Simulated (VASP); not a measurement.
# BN (P1) in VASP: a series of runs, part 2 of 2

VASP 6.6.1.

### 4 Single point, PBEsol

Contents of INCAR:

```
PREC     = Accurate       # precision mode
ENCUT    = 600            # plane-wave cutoff, eV
EDIFF    = 1E-6           # SCF threshold, eV
ISMEAR   = 0              # smearing method
SIGMA    = 0.05           # smearing width, eV
LREAL    = False          # projectors in reciprocal space
LASPH    = True           # aspherical terms in the spheres
NELM     = 120            # most SCF steps
ALGO     = Normal         # electronic algorithm
ISIF     = 2              # what is computed and relaxed
LWAVE    = False          # write WAVECAR
LCHARG   = False          # write CHGCAR
GGA      = PS             # functional
NBANDS   = 36             # bands
GGA_COMPAT= False
```

Contents of KPOINTS:

```
Automatic mesh
0
Gamma
  10 10 2
```

Contents of POSCAR:

```
BN
1.0
   -2.5410113134      0.0000000000      0.0000000000
   -1.2705056567     -2.2005803487      0.0000000000
   -0.2541011313      0.0000000000     12.6098865131
B N
6 6
Direct
    0.6604222335      0.6666666667      0.0624443320
    0.6270889001      0.6666666667      0.3957776653
    0.5937555668      0.6666666667      0.7291109987
    0.2437555668      0.3333333333      0.8957776653
    0.3104222335      0.3333333333      0.2291109987
    0.2770889001      0.3333333333      0.5624443320
    0.5729044332      0.6666666667      0.9376223347
    0.6395710999      0.6666666667      0.2709556680
    0.6062377665      0.6666666667      0.6042890013
    0.2562377665      0.3333333333      0.7709556680
    0.3229044332      0.3333333333      0.1042890013
    0.2895710999      0.3333333333      0.4376223347
```

Launch:

```console
$ cat potpaw_PBE.64/B/POTCAR potpaw_PBE.64/N/POTCAR > POTCAR
$ mpirun -np 1 vasp_std > vasp.out
```

Run time: 7.2 min. Hardware: 1 thread of Intel Xeon 8259CL, shared host; peak memory 0.35 GiB.

Results (log left out):

- Free energy: -109.7156 eV
- Pressure: 0.2 GPa
- Largest force: 1.279 eV/Å
- Band gap on the k mesh: 5.04 eV

Forces on the atoms (eV/Å):
```
B    1.245 -0.020 -0.067
B    0.001  0.001  0.014
B   -0.013 -0.001  0.015
B   -0.082  0.052 -0.001
B    0.084  0.016  0.030
B   -0.001  0.000  0.014
N   -1.274 -0.114  0.016
N    0.004  0.002 -0.012
N   -0.001  0.000 -0.014
N   -0.076 -0.005 -0.032
N    0.112  0.068  0.053
N    0.001  0.000 -0.014
```

Stress tensor (GPa, compression positive):
```
-0.43  0.64  6.31
 0.64  0.50  0.39
 6.31  0.39  0.66
```

Levels at points of the mesh, in eV from the valence-band top:
| k point | band 21 | band 22 | band 23 | band 24 | band 25 | band 26 | band 27 | band 28 |
| --- | --- | --- | --- | --- | --- | --- | --- | --- |
| (0.00, 0.00, 0.00) | -0.66 | -0.31 | -0.09 | 0.00 | 8.10 | 8.30 | 8.49 | 8.76 |
| (0.50, 0.00, 0.00) | -3.23 | -3.11 | -2.98 | -2.19 | 5.80 | 6.41 | 6.54 | 6.65 |
| (0.50, 0.50, 0.00) | -3.21 | -3.11 | -3.05 | -2.21 | 6.14 | 6.48 | 6.54 | 6.63 |
| (0.00, 0.50, 0.00) | -3.38 | -3.09 | -3.00 | -2.20 | 6.28 | 6.33 | 6.53 | 6.66 |
| (0.00, 0.00, 0.50) | -0.33 | -0.25 | -0.22 | -0.18 | 8.19 | 8.42 | 8.48 | 8.54 |
| (0.50, 0.00, 0.50) | -3.80 | -3.37 | -2.47 | -2.44 | 5.96 | 6.47 | 6.58 | 6.65 |
| (0.50, 0.50, 0.50) | -3.72 | -3.34 | -2.49 | -2.45 | 6.21 | 6.47 | 6.55 | 6.61 |
| (0.00, 0.50, 0.50) | -3.68 | -3.57 | -2.48 | -2.44 | 6.35 | 6.39 | 6.59 | 6.62 |

Caveat: the PAW data sets were made with another functional, which shifts forces and pressure a little. A k mesh can miss the band edges.

### 5 Single point, PBEsol

Contents of INCAR:

```
SYSTEM = BN
ALGO = Normal
EDIFF = 1E-6
ENCUT = 600
GGA = PS
GGA_COMPAT = .False.
ISIF = 2
ISMEAR = 0
LASPH = .True.
LCHARG = .True.
LELF = .True.
LREAL = .False.
LVHAR = .True.
LWAVE = .False.
NBANDS = 36
NELM = 120
PREC = Accurate
SIGMA = 0.05
```

Contents of KPOINTS:

```
k-points
0
Gamma
  10 10 2
  0 0 0
```

Contents of POSCAR:

```
BN
1.0
   -2.5410113134      0.0000000000      0.0000000000
   -1.2705056567     -2.2005803487      0.0000000000
   -0.7623033940      0.0000000000     12.6098865131
B N
6 6
Direct
    0.6479333671      0.6666666667      0.0624443320
    0.5479333671      0.6666666667      0.3957776653
    0.4479333671      0.6666666667      0.7291109987
    0.0646000337      0.3333333333      0.8957776653
    0.2646000337      0.3333333333      0.2291109987
    0.1646000337      0.3333333333      0.5624443320
    0.3853799663      0.6666666667      0.9376223347
    0.5853799663      0.6666666667      0.2709556680
    0.4853799663      0.6666666667      0.6042890013
    0.1020466329      0.3333333333      0.7709556680
    0.3020466329      0.3333333333      0.1042890013
    0.2020466329      0.3333333333      0.4376223347
```

Launch:

```console
$ cat potpaw_PBE.64/B/POTCAR potpaw_PBE.64/N/POTCAR > POTCAR
$ mpirun -np 1 vasp_std > vasp.out
```

Wall time 11 min (1 thread of Intel Xeon 8259CL, shared host); peak memory 0.35 GiB.

The run converged. Its results:

```
Free energy            : -108.3755 eV
Pressure               : 0.5 GPa
Largest force          : 3.286 eV/Å
Band gap on the k mesh : 3.75 eV (least direct gap 5.51 eV)
```

Forces in eV/Å, atoms in the order of the input:
```
B    2.862 -0.123  0.210
B    0.002  0.010  0.108
B   -0.030 -0.005  0.118
B   -0.130  0.393 -0.006
B    0.175  0.145  0.222
B   -0.001  0.000  0.105
N   -3.075 -0.956 -0.653
N    0.012  0.023 -0.095
N   -0.003  0.000 -0.111
N   -0.174 -0.042 -0.253
N    0.361  0.554  0.460
N    0.001  0.001 -0.105
```

Stress tensor (GPa, compression positive):
```
-5.86  1.62 14.83
 1.62  1.48  3.55
14.83  3.55  5.88
```

Levels at points of the mesh, in eV from the valence-band top:
```
           k point  band 21  band 22  band 23  band 24  band 25  band 26  band 27  band 28
(0.00, 0.00, 0.00)    -0.68    -0.38    -0.24     0.00     7.05     7.97     8.23     8.39
(0.50, 0.00, 0.00)    -3.56    -3.21    -2.55    -1.76     3.75     6.22     6.34     6.53
(0.50, 0.50, 0.00)    -3.52    -3.21    -2.50    -2.03     4.64     6.17     6.40     6.49
(0.00, 0.50, 0.00)    -3.55    -3.04    -2.82    -2.38     5.38     6.13     6.34     6.47
(0.00, 0.00, 0.50)    -0.66    -0.47    -0.27    -0.23     7.08     8.02     8.24     8.40
(0.50, 0.00, 0.50)    -3.92    -3.06    -2.57    -1.87     3.84     6.24     6.40     6.59
(0.50, 0.50, 0.50)    -3.83    -2.97    -2.55    -2.07     4.66     6.16     6.35     6.55
(0.00, 0.50, 0.50)    -3.66    -3.42    -2.68    -2.46     5.42     6.17     6.37     6.48
```

Caveat: the PAW data sets were made with another functional, which shifts forces and pressure a little. A k mesh can miss the band edges.

### 6 The runs side by side

| cell | cutoff (eV) | gap on the mesh (eV) | pressure (GPa) | largest force (eV/Å) |
| --- | --- | --- | --- | --- |
| a = 2.541, b = 2.541, c = 12.620 Å, angles 91.2, 87.7, 120.0°, 12 atoms | 520 | 4.82 | 0.5 | 2.48 |
| a = 2.541, b = 2.541, c = 12.651 Å, angles 92.3, 85.4, 120.0°, 12 atoms | 520 | 2.81 | 1.4 | 3.24 |
| a = 2.541, b = 2.541, c = 12.612 Å, angles 89.4, 88.8, 60.0°, 12 atoms | 600 | 5.04 | 0.2 | 1.28 |
| a = 2.541, b = 2.541, c = 12.633 Å, angles 88.3, 86.5, 60.0°, 12 atoms | 600 | 3.75 | 0.5 | 3.29 |

Alike in all rows: task single point; level PBEsol; potentials or basis VASP PAW PBE potentials, release 64 (B, N); no spin polarisation; k mesh 10 × 10 × 2; smearing gaussian 0.05 eV.

Caveats: the PAW data sets were made with another functional, which shifts forces and pressure a little.

Total energies depend on the potentials used, so only differences within one code and one set of settings carry meaning.
